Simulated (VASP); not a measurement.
# Sc2TaF3 (P4/mmm) in VASP: a series of runs, part 2 of 2

VASP 6.6.1.

## Step 3: Single point, PBE, collinear spin

This run uses another cell than the first one, of 17.74 Å³/atom.

The input, INCAR:

```
PREC     = Accurate       # precision mode
ENCUT    = 520            # plane-wave cutoff, eV
EDIFF    = 1E-7           # SCF threshold, eV
ISMEAR   = 0              # smearing method
SIGMA    = 0.1            # smearing width, eV
LREAL    = False          # projectors in reciprocal space
LASPH    = True           # aspherical terms in the spheres
NELM     = 150            # most SCF steps
ALGO     = Normal         # electronic algorithm
ISIF     = 2              # what is computed and relaxed
LWAVE    = False          # write WAVECAR
LCHARG   = False          # write CHGCAR
ISPIN    = 2              # spin polarisation
MAGMOM   = 0 0 1 0 0 0    # initial moments
LORBIT   = 11             # projections on sites
LMAXMIX  = 4              # l up to which the mixer works
GGA      = PE             # functional
NBANDS   = 40             # bands
```

The input, KPOINTS:

```
Automatic mesh
0
Gamma
  4 4 4
```

The input, POSCAR:

```
Sc2TaF3
1.0
    4.5445197900      0.0000000000      0.0000000000
    0.0000000000      4.5445197900      0.0000000000
    0.0000000000      0.0000000000      5.1531219400
Sc Ta F
2 1 3
Direct
    0.5000000000      0.5000000000      0.0000000000
    0.0000000000      0.0000000000      0.5000000000
    0.5000000000      0.5000000000      0.5000000000
    0.5000000000      0.0000000000      0.0000000000
    0.0000000000      0.5000000000      0.0000000000
    0.0000000000      0.0000000000      0.0000000000
```

Potentials or basis: VASP PAW PBE potentials, release 64 (Sc_sv, Ta_pv, F).

Started as:

```sh
$ cat potpaw_PBE.64/Sc_sv/POTCAR potpaw_PBE.64/Ta_pv/POTCAR potpaw_PBE.64/F/POTCAR > POTCAR
$ mpirun -np 1 vasp_std > vasp.out
```

OUTCAR:

```text
PREC = Accurate
   ENCUT = 520
   EDIFF = 1E-7
   ISMEAR = 0
   LREAL = False
   LASPH = True
   NELM = 150
   ISIF = 2
   ISPIN = 2
   LORBIT = 11
   GGA = PE

 ion  position               nearest neighbor table
   1  0.500  0.500  0.000-   4 2.27   5 2.27   4 2.27   5 2.27   3 2.58   3 2.58
   2  0.000  0.000  0.500-   6 2.58   6 2.58   3 3.21   3 3.21   3 3.21   3 3.21
   3  0.500  0.500  0.500-   1 2.58   1 2.58   2 3.21   2 3.21   2 3.21   2 3.21
   4  0.500  0.000  0.000-   1 2.27   1 2.27
   5  0.000  0.500  0.000-   1 2.27   1 2.27
   6  0.000  0.000  0.000-   2 2.58   2 2.58

  LATTYP: Found a simple tetragonal cell.
 ALAT       =     4.5445197900
 C/A-ratio  =     1.1339200131

  Lattice vectors:

 A1 = (   4.5445197900,   0.0000000000,   0.0000000000)
 A2 = (   0.0000000000,   4.5445197900,   0.0000000000)
 A3 = (   0.0000000000,   0.0000000000,   5.1531219400)

Analysis of symmetry for initial positions (statically):
=====================================================================
 Subroutine PRICEL returns:
 Original cell was already a primitive cell.

 Routine SETGRP: Setting up the symmetry group for a
 simple tetragonal supercell.

 Subroutine GETGRP returns: Found 16 space group operations
 (whereof 16 operations were pure point group operations)
 out of a pool of 16 trial point group operations.

The static configuration has the point symmetry D_4h.

Analysis of symmetry for dynamics (positions and initial velocities):
=====================================================================
 Subroutine PRICEL returns:
 Original cell was already a primitive cell.

 Routine SETGRP: Setting up the symmetry group for a
 simple tetragonal supercell.

 Subroutine GETGRP returns: Found 16 space group operations
 (whereof 16 operations were pure point group operations)
 out of a pool of 16 trial point group operations.

The dynamic configuration has the point symmetry D_4h.

Analysis of structural, dynamic, and magnetic symmetry:
=====================================================================
 Subroutine PRICEL returns:
 Original cell was already a primitive cell.

 Routine SETGRP: Setting up the symmetry group for a
 simple tetragonal supercell.

 Subroutine GETGRP returns: Found 16 space group operations
 (whereof 16 operations were pure point group operations)
 out of a pool of 16 trial point group operations.

The overall configuration has the point symmetry D_4h.

 Subroutine INISYM returns: Found 16 space group operations
 (whereof 16 operations are pure point group operations),
 and found     1 'primitive' translations

----------------------------------------------------------------------------------------

                                     Primitive cell

  volume of cell :     106.4257

  direct lattice vectors                    reciprocal lattice vectors
     4.544519790  0.000000000  0.000000000     0.220045251  0.000000000  0.000000000
     0.000000000  4.544519790  0.000000000     0.000000000  0.220045251  0.000000000
     0.000000000  0.000000000  5.153121940     0.000000000  0.000000000  0.194057119

  length of vectors
     4.544519790  4.544519790  5.153121940     0.220045251  0.220045251  0.194057119
[... 86 lines left out ...]
   IBRION =     -1    ionic relax: 0-MD 1-quasi-New 2-CG
   NFREE  =      0    steps in history (QN), initial steepest desc. (CG)
   ISIF   =      2    stress and relaxation
   ISYM   =      2    0-nonsym 1-usesym 2-fastsym
   POTIM  = 0.5000    time-step for ionic-motion
   TEBEG  =    0.0;   TEEND  =   0.0 temperature during run
   PSTRESS=    0.0 pullay stress
   NELECT =      54.0000    total number of electrons
   NUPDOWN=      -1.0000    fix difference up-down
   EMIN   =  10.00;   EMAX   =-10.00  energy-range for DOS
   EFERMI =   0.00;   METHOD = LEGACY
   ISMEAR =     0;   SIGMA  =   0.10  broadening in eV -4-tet -1-fermi 0-gaus
   EFERMI_NEDOS =   21; number of points for ismear=-14 and -15
   IALGO  =     38    algorithm
   IMIX   =      4    mixing-type and parameters
     AMIX     =   0.40;   BMIX     =  1.00
     AMIX_MAG =   1.60;   BMIX_MAG =  1.00
  volume/ion in A,a.u.               =      17.74       119.70
  Fermi-wavevector in a.u.,A,eV,Ry     =   1.305742  2.467494 23.197408  1.704961
  Thomas-Fermi vector in A             =   2.436590
   LORBIT       =     11    0 simple, 1 ext, 2 COOP (PROOUT), +10 PAW based schemes
   GGA     = PE    functional components
   LHFCALC =     F    Hartree Fock is set to
   AEXX    =    0.0000 exact exchange contribution
   IVDW    =     0    specifies the selected vdW correction
   LEPSILON=     F    determine dielectric tensor
   LRPA    =     F    only Hartree local field effects (RPA)
 spin polarized calculation
 Gauss-broadening in eV      SIGMA  =   0.10
  energy-cutoff  :      520.00
  volume of cell :      106.43
 maximum number of plane-waves:      2888
 NGX is ok and might be reduce to    36
   NGX = 17   NGY = 17   NGZ = 19

 number of electron      54.0000038 magnetization       2.5531695

 Free energy of the ion-electron system (eV)
  ---------------------------------------------------
  ext. energy  EPLUGINS =         0.00000000
  ---------------------------------------------------
  free energy    TOTEN  =       -35.33775561 eV

  energy without entropy =      -35.32158898  energy(sigma->0) =      -35.32967230

 E-fermi :   2.3739     XC(G=0):  -9.8320

 val. band max:        2.3446978743   @ k =   0.5000   0.0000   0.0000
 cond. band min:       2.3914325504   @ k =   0.5000   0.0000   0.0000
 fundamental gap:      0.0467346761
 Fermi energy:         2.3739087047

 spin component 1

 k-point     1 :       0.0000    0.0000    0.0000
  band No.  band energies     occupation
      1     -48.0130      1.00000
      2     -47.1578      1.00000
      3     -32.4324      1.00000
      4     -32.2706      1.00000
      5     -32.2706      1.00000
      6     -26.5837      1.00000
[... 745 lines left out ...]
     38       5.6104      0.00000
     39       5.6604      0.00000
 Fermi energy:         2.3739087047

 spin component 2

 k-point     1 :       0.0000    0.0000    0.0000
  band No.  band energies     occupation
      1     -47.9122      1.00000
      2     -46.9824      1.00000
      3     -31.6364      1.00000
      4     -31.4967      1.00000
      5     -31.4967      1.00000
      6     -26.5295      1.00000
[... 745 lines left out ...]
     38       5.9498      0.00000
     39       5.9498      0.00000
 [bands above 39 left out]

------------------------ aborting loop because EDIFF is reached ----------------------------------------

  FORCE on cell =-STRESS in cart. coord.  units (eV):
  Direction    XX          YY          ZZ          XY          YZ          ZX
  --------------------------------------------------------------------------------------
  -------------------------------------------------------------------------------------
  Total       -3.2490522     -3.2490522     -1.2229144      0.0000000      0.0000000      0.0000000
  in kB      -48.9126112    -48.9126112    -18.4102730      0.0000000      0.0000000      0.0000000
  external PRESSURE =     -38.7451652 kB  Pullay stress =       0.0000000 kB

 VOLUME and BASIS-vectors are now :
 -----------------------------------------------------------------------------
  energy-cutoff  :      520.00
  volume of cell :      106.43
      direct lattice vectors                 reciprocal lattice vectors
     4.544519790  0.000000000  0.000000000     0.220045251  0.000000000  0.000000000
     0.000000000  4.544519790  0.000000000     0.000000000  0.220045251  0.000000000
     0.000000000  0.000000000  5.153121940     0.000000000  0.000000000  0.194057119

 POSITION                                       TOTAL-FORCE (eV/Angst)
 -----------------------------------------------------------------------------------
      2.27226      2.27226      0.00000         0.000000      0.000000      0.000000
      0.00000      0.00000      2.57656         0.000000      0.000000      0.000000
      2.27226      2.27226      2.57656         0.000000      0.000000      0.000000
      2.27226      0.00000      0.00000         0.000000      0.000000      0.000000
      0.00000      2.27226      0.00000         0.000000      0.000000      0.000000
      0.00000      0.00000      0.00000         0.000000      0.000000      0.000000
 -----------------------------------------------------------------------------------
    total drift:                                0.000000      0.000000     -0.000000

  FREE ENERGIE OF THE ION-ELECTRON SYSTEM (eV)
  ---------------------------------------------------
  free  energy   TOTEN  =       -35.3377556126 eV

  energy  without entropy=      -35.3215889848  energy(sigma->0) =      -35.32967230

 total charge

# of ion       s       p       d       tot
------------------------------------------
    1        2.203   6.088   1.137   9.428
    2        2.212   6.025   0.873   9.110
    3        0.437   5.962   2.461   8.860
    4        1.744   4.311   0.000   6.055
    5        1.744   4.311   0.000   6.055
    6        1.744   4.300   0.000   6.044
--------------------------------------------------
tot         10.084  30.997   4.471  45.552

 magnetization (x)

# of ion       s       p       d       tot
------------------------------------------
    1        0.002   0.015   0.218   0.235
    2       -0.007   0.019   0.115   0.127
    3        0.029   0.008   1.238   1.274
    4        0.002   0.051   0.000   0.053
    5        0.002   0.051   0.000   0.053
    6        0.000   0.022   0.000   0.022
--------------------------------------------------
tot          0.028   0.165   1.571   1.763
```

Wall time 3.2 min (1 thread of Intel Xeon Platinum 8375C at 2.90GHz (Ice Lake), shared host); peak memory 0.32 GiB.

Results:

```
Free energy                                           : -35.3378 eV
Pressure                                              : -3.9 GPa
Net moment                                            : 2.55 μB per cell
Site moments                                          : Sc +0.23, +0.13; Ta +1.27; F +0.05, +0.02 (each value once) μB
Valence electrons inside the program's atomic spheres : Sc 9.43, 9.11; Ta 8.86; F 6.05, 6.04 (each value once)
```

Stress tensor (GPa, compression positive):
```
-4.89  0.00  0.00
 0.00 -4.89  0.00
 0.00  0.00 -1.84
```

Caveat: the cell stands under tension; spin-orbit coupling is left out, which moves the levels of the heavy elements.
